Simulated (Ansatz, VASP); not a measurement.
As: VASP beside Ansatz

```
As
1.0
     2.96334    0.00000    0.00000
    -1.48167    2.56632    0.00000
     0.00000    0.00000    4.51884
As
2
Direct
  0.33333 0.66667 0.25000
  0.66667 0.33333 0.75000
```

Alike in both runs: task single point; functional revPBE; k mesh 13 × 13 × 8; occupations fermi-dirac, width 0.1 eV; no spin polarisation.

```csv
,VASP,Ansatz
version,VASP 6.6.1,Ansatz 0.2.0
potentials or method,"VASP PAW PBE potentials, release 64 (As), cutoff 520 eV","plane waves (420 eV) with PAW, scalar-relativistic"
valence electrons in the cell,10,30
```

```csv
,VASP,Ansatz,Ansatz less VASP
pressure (GPa),13.1,13.0,-0.12
"traceless stress, the component that is largest in VASP (GPa)",-0.04,-0.06,-0.020
```

VASP's potentials were made for PBE, not for revPBE. With one functional, cell and mesh, what is left measures potentials, basis and numerics. VASP's potentials hold 10 valence electrons a cell and Ansatz's 30, so a difference there can come from the potentials and not from the codes.
